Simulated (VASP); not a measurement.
# BaTiO3: single point with PBEsol

BaTiO3:

```
CELL_PARAMETERS angstrom
-3.98923 0.00000 0.00000
0.00000 -2.84165 2.85137
0.00000 2.84165 2.85137
ATOMIC_POSITIONS crystal
Ba 0.00000 0.00000 0.00000
Ti 0.50000 0.51430 0.51430
O 0.00000 0.48900 0.48900
O 0.50000 0.99223 0.50443
O 0.50000 0.50443 0.99223
```

```
Program                : VASP 6.6.1
Task                   : single point
Functional             : PBEsol
Potentials or basis    : VASP PAW PBE potentials, release 64 (Ba_sv, Ti_sv, O)
Cutoff                 : 520 eV
k mesh                 : 5 × 5 × 5
Occupations            : fermi-dirac, width 0.114 eV
Spin                   : no spin polarisation
Dipole correction      : no
Further INCAR settings : ALGO = Normal; EDIFF = 1e-07; NBANDS = 28
```

```json
{"Pressure": "-2.8 GPa", "Largest force": "0.297 eV/Å", "Band gap on the k mesh": "1.95 eV (least direct gap 2.04 eV)"}
```

Forces on the atoms (eV/Å):
```
Ba   0.000  0.000  0.197
Ti   0.000  0.000  0.196
O    0.000  0.000  0.188
O    0.000  0.063 -0.290
O    0.000 -0.063 -0.290
```

Stress tensor (GPa, compression positive):
```
-2.64  0.00  0.00
 0.00 -2.57  0.00
 0.00  0.00 -3.21
```

Levels at points of the mesh, in eV from the valence-band top:
| k point | band 16 | band 17 | band 18 | band 19 | band 20 | band 21 | band 22 | band 23 | band 24 | band 25 |
| --- | --- | --- | --- | --- | --- | --- | --- | --- | --- | --- |
| (0.00, 0.00, 0.00) | -1.04 | -0.97 | -0.24 | -0.14 | -0.09 | 1.95 | 2.03 | 2.16 | 4.17 | 4.21 |

Run time: 71 s on 1 thread of Oxide Virtual Turin-like Processor, with other jobs on the host, peak memory 0.16 GiB.

Caveat: the PAW data sets were made with another functional, which shifts forces and pressure a little; spin-orbit coupling is left out, which moves the levels of the heavy elements. A k mesh can miss the band edges.
